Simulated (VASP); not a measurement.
A run of VASP 6.6.1:

Contents of INCAR:

```
ALGO     = Normal         # electronic algorithm
EDIFF    = 1E-6           # SCF threshold, eV
ENCUT    = 520            # plane-wave cutoff, eV
ISIF     = 2              # what is computed and relaxed
ISMEAR   = 1              # smearing method
LASPH    = T              # aspherical terms in the spheres
LCHARG   = F              # write CHGCAR
LREAL    = F              # projectors in reciprocal space
LWAVE    = F              # write WAVECAR
NBANDS   = 34             # bands
NELM     = 80             # most SCF steps
PREC     = Accurate       # precision mode
SIGMA    = 0.1            # smearing width, eV
```

KPOINTS

```
k-points
0
Gamma
  6 5 8
```

File POSCAR:

```
RhN2
1.0
    4.1937591006      0.0000000000      0.0000000000
    0.0000000000      5.0454779419      0.0000000000
    0.0000000000      0.0000000000      2.9081817422
Rh N
2 4
Direct
    0.5000000000      0.5000000000      0.5000000000
    0.0000000000      0.0000000000      0.0000000000
    0.3785140000      0.9149360000      0.5000000000
    0.6214860000      0.0850640000      0.5000000000
    0.1214860000      0.4149360000      0.0000000000
    0.8785140000      0.5850640000      0.0000000000
```

Potentials or basis: VASP PAW LDA potentials, release 64 (Rh_pv, N).

Run with:

```sh
$ cat potpaw_LDA.64/Rh_pv/POTCAR potpaw_LDA.64/N/POTCAR > POTCAR
$ mpirun -np 1 vasp_std > vasp.out
```

Hardware: 1 thread of AMD EPYC 9R45 (Zen 5) (shared host).

Problem. Estimate the wall time of this run.

Solution. Run time: 41 s on 1 thread of AMD EPYC 9R45 (Zen 5), with other jobs on the host, peak memory 0.18 GiB. Counts: scf iterations 14, k points 60.
